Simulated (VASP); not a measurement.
A run of VASP 6.6.1 is set up as follows.

INCAR

```
ALGO     = Normal         # electronic algorithm
EDIFF    = 1E-6           # SCF threshold, eV
ENCUT    = 600            # plane-wave cutoff, eV
GGA      = PE             # functional
GGA_COMPAT= False        
ISIF     = 2              # what is computed and relaxed
ISMEAR   = 0              # smearing method
LASPH    = True           # aspherical terms in the spheres
LCHARG   = False          # write CHGCAR
LREAL    = False          # projectors in reciprocal space
LWAVE    = False          # write WAVECAR
NBANDS   = 37             # bands
NELM     = 120            # most SCF steps
PREC     = Accurate       # precision mode
SIGMA    = 0.02           # smearing width, eV
```

The input KPOINTS:

```
k-points
0
Gamma
  14 14 14
```

Contents of POSCAR:

```
Cu2O
1.0
    4.2600000000      0.0000000000      0.0000000000
    0.0000000000      4.2600000000      0.0000000000
    0.0000000000      0.0000000000      4.2600000000
Cu O
4 2
Direct
    0.2500000000      0.2500000000      0.2500000000
    0.2500000000      0.7500000000      0.7500000000
    0.7500000000      0.7500000000      0.2500000000
    0.7500000000      0.2500000000      0.7500000000
    0.0000000000      0.0000000000      0.0000000000
    0.5000000000      0.5000000000      0.5000000000
```

Potentials or basis: VASP PAW PBE potentials, release 64 (Cu, O).

Run with:

```console
$ cat potpaw_PBE.64/Cu/POTCAR potpaw_PBE.64/O/POTCAR > POTCAR
$ mpirun -np 1 vasp_std > vasp.out
```

(1) Predict the band gap on the k mesh.

(2) Predict the pressure.

## Answers

(1) 0.54 eV, direct.

(2) 3.9 GPa.
